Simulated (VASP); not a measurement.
Input of a VASP 6.6.1 run:

Contents of INCAR:

```
PREC = Accurate
ENCUT = 520
EDIFF = 1E-6
ISMEAR = 0
SIGMA = 0.05
LREAL = False
LASPH = True
NELM = 80
ALGO = Normal
ISIF = 2
LWAVE = False
LCHARG = False
GGA = PS
NBANDS = 28
```

Contents of KPOINTS:

```
Automatic mesh
0
Gamma
  8 8 8
```

The input POSCAR:

```
SrTiO3
1.0
    3.8913815400      0.0000000000      0.0000000000
    0.0000000000      3.8913815400      0.0000000000
    0.0000000000      0.0000000000      3.8913815400
Sr Ti O
1 1 3
Direct
    0.0589752815      0.0000000000      0.0000000000
    0.4365289977      0.5000000000      0.5000000000
   -0.0373664862      0.5000000000      0.5000000000
    0.4521400936      0.0000000000      0.5000000000
    0.4521400936      0.5000000000      0.0000000000
```

Potentials or basis: VASP PAW PBE potentials, release 64 (Sr_sv, Ti_sv, O).

Launch:

```bash
$ cat potpaw_PBE.64/Sr_sv/POTCAR potpaw_PBE.64/Ti_sv/POTCAR potpaw_PBE.64/O/POTCAR > POTCAR
$ mpirun -np 1 vasp_std > vasp.out
```

Q: What does it give for the band gap on the k mesh?

A: 1.73 eV (least direct gap 2.16 eV).

Q: What does it give for the pressure?

A: 6.4 GPa.

Stress tensor (GPa, compression positive):
```
6.16 0.00 0.00
0.00 6.47 0.00
0.00 0.00 6.47
```

Caveat: the cell differs from its parent crystal (atoms displaced along several vibrational modes); the cell stands under pressure; the PAW data sets were made with another functional, which shifts forces and pressure a little. A k mesh can miss the band edges.
